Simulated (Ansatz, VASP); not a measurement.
**Ti: VASP beside Ansatz**

The input INCAR:

```
SYSTEM = Ti
PREC = Accurate ; ENCUT = 520
EDIFF = 1E-7 ; ISMEAR = 0
SIGMA = 0.15 ; LREAL = .FALSE.
LASPH = .TRUE. ; NELM = 100
ALGO = Fast ; ISIF = 2
LWAVE = .FALSE. ; LCHARG = .FALSE.
GGA = PS ; NBANDS = 19
```

KPOINTS

```
Automatic mesh
0
G
  18 18 10
  0 0 0
```

POSCAR

```
Ti
1.0
    3.0679977748      0.0000000000      0.0000000000
   -1.5339988874      2.6569640117      0.0000000000
    0.0000000000      0.0000000000      4.8734400000
Ti
2
Direct
    0.3333333333      0.6666666667      0.2500000000
    0.6666666667      0.3333333333      0.7500000000
```

Input for Ansatz:

```yaml
crystal:
  lattice:
    - [3.0679977748, 0.0, 0.0]
    - [-1.5339988874, 2.6569640117, 0.0]
    - [0.0, 0.0, 4.87344]
  atoms:
    - { symbol: Ti, position: [0.3333333333, 0.6666666667, 0.25] }
    - { symbol: Ti, position: [0.6666666667, 0.3333333333, 0.75] }
basis:
  ecutwfc: 420
kpoints:
  mp_grid: { grid: [18, 18, 10] }
hamiltonian:
  xc: pbesol
scf:
  occupations: { method: gaussian, width: 0.15 }
output:
  forces: true
  stress: true
  eigenvalues: true
```

Change from the starting cell: strain +0.040 along x and y, +0.040 along z, atoms carried along.

Alike in both runs: task single point; functional PBEsol; k mesh 18 × 18 × 10; occupations gaussian, width 0.15 eV; no spin polarisation.

|  | VASP | Ansatz |
| --- | --- | --- |
| version | VASP 6.6.1 | Ansatz 0.2.0 |
| potentials or method | VASP PAW PBE potentials, release 64 (Ti_sv), cutoff 520 eV | scalar-relativistic, plane waves, PAW |
| valence electrons in the cell | 24 | 24 |

|  | VASP | Ansatz | Ansatz less VASP |
| --- | --- | --- | --- |
| gap on the k mesh at the Fermi level (eV) | none | none | - |
| pressure (GPa) | -15.1 | -15.0 | +0.07 |
| traceless stress, the component that is largest in VASP (GPa) | -0.42 | -0.42 | -0.002 |

VASP's potentials were made for PBE, not for PBEsol. A gap of «none» marks a metal or a gap that the smearing closes. With one functional, cell and mesh, what is left measures potentials, basis and numerics.
